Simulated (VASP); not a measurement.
Write the native input for VASP 6.6.1 that does the following.

```yaml
Task: single point
Functional: PBE
Dispersion: D3(BJ)
Potentials_or_basis: VASP PAW PBE potentials, release 64 (Si, Ge_d)
Cutoff: 520 eV
k_mesh: 2 × 2 × 2
Occupations: gaussian, width 0.02 eV
Spin: no spin polarisation
Dipole_correction: no
Further_INCAR_settings: LREAL = Auto; ALGO = Normal; EDIFF = 1e-06; NBANDS = 53
```

The structure of Si16Ge (a cell with a defect) lies in POSCAR:

```
Si16Ge
1.0
    0.0000000000      5.4300000000      5.4300000000
    5.4300000000      0.0000000000      5.4300000000
    5.4300000000      5.4300000000      0.0000000000
Si Ge
16 1
Direct
   -0.0007210866      0.0092582873     -0.0074477901
    0.1126407919      0.1287888582      0.1307673112
   -0.0271184162      0.0086836096      0.5107600368
    0.1173815838      0.1438077348      0.6218342541
   -0.0007215470      0.4998944751     -0.0074316759
    0.1351618785      0.6357429098      0.0943488029
    0.0106512891      0.5112582873      0.4678087477
    0.1173695212      0.6179542357      0.6218490792
    0.4877245856     -0.0117337937      0.0367034070
    0.6281843462      0.1287931860      0.1307887661
    0.5080681400      0.0087143646      0.5107440147
    0.6099138122      0.1104740331      0.6700970534
    0.5086651013      0.4998794659     -0.0074398711
    0.6281904236      0.6131930018      0.1308031308
    0.5080837017      0.4734395028      0.5107551565
    0.6431835175      0.6179825967      0.6218407919
    0.3553827808      0.8559196133      0.4337343462
```

These files were run (other wordings do the same):

INCAR

```
SYSTEM = Si16Ge
ALGO     = Normal         ! electronic algorithm
EDIFF    = 1E-6           ! SCF threshold, eV
ENCUT    = 520            ! plane-wave cutoff, eV
GGA      = PE             ! functional
ISIF     = 2              ! what is computed and relaxed
ISMEAR   = 0              ! smearing method
IVDW     = 12             ! dispersion correction
LASPH    = .True.         ! aspherical terms in the spheres
LCHARG   = .False.        ! write CHGCAR
LREAL    = Auto         
LWAVE    = .False.        ! write WAVECAR
NBANDS   = 53             ! bands
NELM     = 80             ! most SCF steps
PREC     = Accurate       ! precision mode
SIGMA    = 0.02           ! smearing width, eV
```

KPOINTS

```
k-points
0
Gamma
  2 2 2
  0 0 0
```

Potentials or basis: VASP PAW PBE potentials, release 64 (Si, Ge_d).

Launch:

```sh
$ cat potpaw_PBE.64/Si/POTCAR potpaw_PBE.64/Ge_d/POTCAR > POTCAR
$ mpirun -np 1 vasp_std > vasp.out
```

Results of the run:

| Item | Value |
| --- | --- |
| Pressure | 3.4 GPa |
| Largest force | 0.357 eV/Å |
| Band gap on the k mesh | zero (band 39 reaches 6.96 eV, above the bottom of band 40 at 6.75 eV) |
| Dispersion energy per atom | -0.333 eV |

Caveat: the k points lie up to 0.50 Å⁻¹ apart.

Run time: 100 s on 1 thread of Intel(R) Xeon(R) 6975P-C (Granite Rapids), on a shared host, peak memory 0.48 GiB.
